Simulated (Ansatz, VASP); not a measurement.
InO in VASP and in Ansatz

The input INCAR:

```
SYSTEM = InO
  ALGO = Normal
  EDIFF = 1E-6
  ENCUT = 520
  GGA = PE
  ISIF = 2
  ISMEAR = 0
  LASPH = .TRUE.
  LCHARG = .FALSE.
  LREAL = .FALSE.
  LWAVE = .FALSE.
  NBANDS = 27
  NELM = 60
  PREC = Accurate
  SIGMA = 0.03
```

File KPOINTS:

```
k-points
0
G
  12 12 2
  0 0 0
```

POSCAR

```
InO
1.0
    3.3154692493      0.0000000000      0.0000000000
   -1.6577346247      2.8712805953      0.0000000000
    0.0000000000      0.0000000000     14.6069320000
In O
2 2
Direct
    0.6666666667      0.3333333333      0.5900210000
    0.6666666667      0.3333333333      0.4099790000
    0.0000000000      0.0000000000      0.6398670000
    0.0000000000      0.0000000000      0.3601330000
```

Input for Ansatz:

```yaml
crystal:
  lattice:
    - [3.3154692493, 0.0, 0.0]
    - [-1.6577346247, 2.8712805953, 0.0]
    - [0.0, 0.0, 14.606932]
  atoms:
    - { symbol: In, position: [0.6666666667, 0.3333333333, 0.590021] }
    - { symbol: In, position: [0.6666666667, 0.3333333333, 0.409979] }
    - { symbol: O, position: [0.0, 0.0, 0.639867] }
    - { symbol: O, position: [0.0, 0.0, 0.360133] }
basis:
  ecutwfc: 420
kpoints:
  mp_grid: { grid: [12, 12, 2] }
hamiltonian:
  xc: pbe
scf:
  occupations: { method: gaussian, width: 0.03 }
output:
  forces: true
  stress: true
  eigenvalues: true
```

Change from the starting cell: strain -0.040 along x and y, -0.080 along z, atoms carried along.

Alike in both runs: task single point; functional PBE; k mesh 12 × 12 × 2; occupations gaussian, width 0.03 eV; no spin polarisation.

|  | VASP | Ansatz |
| --- | --- | --- |
| version | VASP 6.6.1 | Ansatz 0.2.0 |
| potentials or method | VASP PAW PBE potentials, release 64 (In_d, O), cutoff 520 eV | scalar-relativistic, plane waves, PAW |
| valence electrons in the cell | 38 | 38 |

```csv
,VASP,Ansatz,Ansatz less VASP
gap on the k mesh at the Fermi level (eV),0.67,0.67,+0.009
least direct gap on the mesh (eV),1.61,1.62,+0.010
rms of the force components (eV/Å),0.628,0.610,-0.0180
```

Atom by atom the forces differ by 0.024 eV/Å (rms over components). The functional is the same, so the differences come from potentials, cutoffs and numerics.
